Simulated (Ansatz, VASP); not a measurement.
**One calculation of TiAsS3, two programs**

```
CELL_PARAMETERS angstrom
3.37208 1.94687 2.99004
-3.37208 1.94687 2.99004
0.00000 -3.89374 2.99004
ATOMIC_POSITIONS crystal
Ti 0.53077 0.53077 0.53077
As 0.84858 0.84858 0.84858
S 0.03794 0.54130 0.54130
S 0.54130 0.54130 0.03794
S 0.54130 0.03794 0.54130
```

Change from the starting cell: the structure that the rattled cubic perovskite type (Pm-3m, No. 221) fell into.

Alike in both runs: functional PBE; k mesh 12 × 12 × 12; occupations gaussian, width 0.1 eV; no spin polarisation.

Ansatz relaxed the structure, and its values are those at the end. VASP's run is a single point on that final structure, the one shown.

|  | VASP | Ansatz |
| --- | --- | --- |
| version | VASP 6.6.1 | Ansatz 0.2.0 |
| potentials or method | VASP PAW PBE potentials, release 64 (Ti_sv, As, S), cutoff 520 eV | scalar-relativistic, plane waves, PAW |
| valence electrons in the cell | 35 | 45 |

Ansatz gave:

```
gap on the k mesh at the Fermi level (eV) : none
pressure (GPa)                            : 0.0
rms of the force components (eV/Å)        : 0.002
```

**Question.** What did VASP give for the same quantities?

**Answer.** gap on the k mesh at the Fermi level (eV): none; pressure (GPa): 0.0; rms of the force components (eV/Å): 0.008.

A gap of «none» marks a metal or a gap that the smearing closes. The functional is the same, so the differences come from potentials, cutoffs and numerics. VASP's potentials hold 35 valence electrons a cell and Ansatz's 45, so a difference there can come from the potentials and not from the codes.
